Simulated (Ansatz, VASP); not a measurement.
One calculation of Zr, two programs

```
Zr
1.0
     3.36676    0.00000    0.00000
    -1.68338    2.91570    0.00000
     0.00000    0.00000   10.88514
Zr
4
Cartesian
  1.6834 2.9157 0.0000
  0.0000 0.0000 5.4426
  0.0000 1.9438 2.7213
  1.6834 0.9719 8.1639
```

Alike in both runs: task single point; functional revPBE; k mesh 13 × 13 × 4; occupations fermi-dirac, width 0.1 eV; no spin polarisation.

|  | VASP | Ansatz |
| --- | --- | --- |
| version | VASP 6.6.1 | Ansatz 0.2.0 |
| potentials or method | VASP PAW PBE potentials, release 64 (Zr_sv), cutoff 520 eV | plane waves (420 eV) with PAW, scalar-relativistic |
| valence electrons in the cell | 48 | 48 |

```tsv
	VASP	Ansatz	Ansatz less VASP
pressure (GPa)	-8.2	-8.2	+0.01
traceless stress, the component that is largest in VASP (GPa)	-0.32	-0.32	+0.003
```

VASP's potentials were made for PBE, not for revPBE. The functional is the same, so the differences come from potentials, cutoffs and numerics.
